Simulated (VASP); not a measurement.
Crystal: CaSe.

```
Ca Se
1.0
     0.00000    2.97024    2.97024
     2.97024    0.00000    2.97024
     2.97024    2.97024    0.00000
Ca Se
1 1
Direct
  0.00000 0.00000 0.00000
  0.50000 0.50000 0.50000
```

Base run:

- Program: VASP 6.6.1
- Functional: PBE
- Potentials or basis: VASP PAW PBE potentials, release 64 (Ca_sv, Se)
- Cutoff: 520 eV
- k mesh: 6 × 6 × 6
- Occupations: gaussian, width 0.1 eV
- Spin: no spin polarisation

Its results: band gap on the k mesh 2.05 eV, indirect (least direct gap 2.97 eV); pressure 0.6 GPa.

Task: After a change of settings the same cell gave: band gap on the k mesh 2.15 eV, indirect (least direct gap 3.04 eV); pressure 2.8 GPa. Which change was it?
A. k mesh from 6 × 6 × 6 to 4 × 4 × 4; further incar settings from ALGO = Normal; EDIFF = 1e-07; NBANDS = 15 to ALGO = Normal; EDIFF = 1e-06; NBANDS = 15
B. k mesh from 6 × 6 × 6 to 2 × 2 × 2; further incar settings from ALGO = Normal; EDIFF = 1e-07; NBANDS = 15 to ALGO = Normal; EDIFF = 1e-06; NBANDS = 15
C. functional from PBE to BLYP; k mesh from 6 × 6 × 6 to 4 × 4 × 4

Result: C.

Caveats: some runs use coarse meshes; the PAW data sets were made with another functional, which shifts forces and pressure a little (some runs).
